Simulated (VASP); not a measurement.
Input of a VASP 6.6.1 run:

The input POSCAR:

```
MgC2
1.0
    3.9355759411      0.0000000000      0.0000000000
    0.0000000000      3.9355759411      0.0000000000
    0.0000000000      0.0000000000      4.9359056770
Mg C
2 4
Direct
    0.0000000000      0.0000000000      0.5000000000
    0.5000000000      0.5000000000      0.0000000000
    0.3881593622      0.6118406378      0.5000000000
    0.1118406378      0.1118406378      0.0000000000
    0.6118406378      0.3881593622      0.5000000000
    0.8881593622      0.8881593622      0.0000000000
```

INCAR.step1

```
PREC = Accurate
ENCUT = 920
ISMEAR = -1
SIGMA = 0.05
LREAL = F
LASPH = T
NELM = 120
NBANDS = 27
GGA = PE
ALGO = Normal
EDIFF = 1E-5
LWAVE = T
LCHARG = F
GGA_COMPAT = F
```

The input INCAR.step2:

```
PREC = Accurate
ENCUT = 920
EDIFF = 1E-6
ISMEAR = -1
SIGMA = 0.05
LREAL = F
LASPH = T
NELM = 120
ALGO = Normal
ISIF = 2
LWAVE = F
LCHARG = F
METAGGA = R2SCAN
LMIXTAU = T
NBANDS = 27
ISTART = 1
GGA_COMPAT = F
```

KPOINTS

```
regular mesh
0
Gamma
  5 5 5
```

Potentials or basis: VASP PAW PBE potentials, release 64 (Mg_sv, C).

Launch:

```sh
$ cat potpaw_PBE.64/Mg_sv/POTCAR potpaw_PBE.64/C/POTCAR > POTCAR
$ cp INCAR.step1 INCAR
$ mpirun -np 1 vasp_std > vasp.out
$ cp INCAR.step2 INCAR
$ mpirun -np 1 vasp_std > vasp.out
```

Question: Predict the band gap on the k mesh.

Answer: 2.99 eV (least direct gap 3.27 eV).

Question: Predict the largest force.

Answer: 0.157 eV/Å.

Stress tensor (GPa, compression positive):
```
0.57 0.00 0.00
0.00 0.57 0.00
0.00 0.00 0.07
```

Caveat: the PAW data sets were made with another functional, which shifts forces and pressure a little. A k mesh can miss the band edges.
